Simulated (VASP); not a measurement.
Yb, 1 atom in the cell. The structure is tetragonal, space group I4/mmm (No. 139). Conventional cell: a = 3.551 Å, b = 3.551 Å, c = 5.425 Å, α = 90.00°, β = 90.00°, γ = 90.00°. Yb (site symmetry 4/mmm) has 12 Yb at 3.55 to 3.70 Å within 4.7 Å.  This cell differs from its parent crystal: volume 34.207 Å^3 an atom, c/a of the conventional cell 1.0803.

* Program: VASP 6.6.1
* Task: single point
* Functional: PBE
* Potentials or basis: VASP PAW PBE potentials, release 64 (Yb)
* Cutoff: 520 eV
* k mesh: 16 × 16 × 16
* Occupations: gaussian, width 0.15 eV
* Spin: no spin polarisation
* Dipole correction: no
* Further INCAR settings: ALGO = Fast; EDIFF = 1e-06; NBANDS = 18

Potentials or basis: VASP PAW PBE potentials, release 64 (Yb).

Command:

```sh
$ cat potpaw_PBE.64/Yb/POTCAR > POTCAR
$ mpirun -np 1 vasp_std > vasp.out
```

Hardware: 1 thread of Intel(R) Xeon(R) Platinum 8488C (Sapphire Rapids), with other jobs on the host.

Estimate the wall time of this run.

Wall time 7.2 min on 1 thread of Intel(R) Xeon(R) Platinum 8488C (Sapphire Rapids) (shared host), peak memory 0.36 GiB. Counts: scf iterations 38, k points 349.
